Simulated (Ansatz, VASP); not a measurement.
**BaS in VASP and in Ansatz**

```
CELL_PARAMETERS angstrom
0.00000 3.14726 3.14726
3.14726 0.00000 3.14726
3.14726 3.14726 0.00000
ATOMIC_POSITIONS crystal
Ba 0.00000 0.00000 0.00000
S 0.50000 0.50000 0.50000
```

Alike in both runs: functional r2SCAN; k mesh 8 × 8 × 8; occupations fermi-dirac, width 0.02 eV; no spin polarisation.

Ansatz relaxed the structure, and its values are those at the end. VASP's run is a single point on that final structure, the one shown.

|  | VASP | Ansatz |
| --- | --- | --- |
| version | VASP 6.6.1 | Ansatz 0.2.0 |
| potentials or method | VASP PAW PBE potentials, release 64 (Ba_sv, S), cutoff 520 eV | PAW plane waves |
| valence electrons in the cell | 16 | 16 |

VASP gave:

```
gap on the k mesh at the Fermi level (eV) : 2.38
pressure (GPa)                            : 3.8
```

Problem. Which values does Ansatz return?

Solution. gap on the k mesh at the Fermi level (eV): 2.48; pressure (GPa): 3.1.

VASP's potentials were made for PBE, not for r2SCAN. The functional is the same, so the differences come from potentials, cutoffs and numerics. Ansatz's warnings: stress scf threshold loose.

Neither program's run includes spin-orbit coupling.
